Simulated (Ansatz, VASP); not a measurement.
# SnO2 in VASP and in Ansatz

```
Sn O
1.0
     4.82652    0.00000    0.00000
     0.00000    4.82837    0.00000
     0.00000    0.00000    3.23817
Sn O
2 4
Direct
  0.52315 0.52313 0.55983
  0.02315 0.02313 0.05983
  0.30650 0.30666 0.00000
  0.80650 0.19334 0.50000
  0.19350 0.80666 0.50000
  0.69350 0.69334 0.00000
```

Change from the starting cell: all Sn atoms moved -0.250 Å, as atom 1 towards its neighbour atom 3 (O) at 2.089 Å.

Alike in both runs: task single point; functional PBE; k mesh 6 × 6 × 8; occupations gaussian, width 0.05 eV; no spin polarisation.

|  | VASP | Ansatz |
| --- | --- | --- |
| version | VASP 6.6.1 | Ansatz 0.2.0 |
| potentials or method | VASP PAW PBE potentials, release 64 (Sn_d, O), cutoff 520 eV | scalar-relativistic, plane waves, PAW |
| valence electrons in the cell | 52 | 52 |

|  | VASP | Ansatz | Ansatz less VASP |
| --- | --- | --- | --- |
| gap on the k mesh at the Fermi level (eV) | 0.73 | 0.75 | +0.018 |
| least direct gap on the mesh (eV) | 0.73 | 0.75 | +0.018 |
| pressure (GPa) | 8.2 | 7.8 | -0.44 |
| traceless stress, the component that is largest in VASP (GPa) | 3.37 | 3.45 | +0.078 |
| rms of the force components (eV/Å) | 2.093 | 2.073 | -0.0209 |

Atom by atom the forces differ by 0.029 eV/Å (rms over components).
